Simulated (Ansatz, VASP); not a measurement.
**One calculation of Hf, two programs**

```
CELL_PARAMETERS angstrom
3.17524 0.00000 0.00000
-1.58762 2.74984 0.00000
0.00000 0.00000 5.02385
ATOMIC_POSITIONS crystal
Hf 0.33333 0.66667 0.25000
Hf 0.66667 0.33333 0.75000
```

Change from the starting cell: volume scaled by 0.98, crystal datasets.

Alike in both runs: task electric field gradients; functional PBE; k mesh 13 × 13 × 7; occupations fermi-dirac, width 0.05 eV; no spin polarisation.

```csv
,VASP,Ansatz
version,VASP 6.6.1,Ansatz 0.2.0
potentials or method,"VASP PAW PBE potentials, release 64 (Hf_pv), cutoff 520 eV","all-electron PAW with datasets made for the crystal, scalar-relativistic"
```

Ansatz gave:

```
pressure (GPa)                                                : 3.1
traceless stress, the component that is largest in VASP (GPa) : 0.01
size of Vzz on the site where it differs most (V/Å²)          : 96.0
```

Problem. Estimate VASP's values.

Solution. Pressure (GPa): 2.6; traceless stress, the component that is largest in VASP (GPa): -0.07; size of Vzz on the site where it differs most (V/Å²): 86.8.

Ansatz ran all-electron here, and VASP with PAW potentials.

Spin-orbit coupling is off throughout.
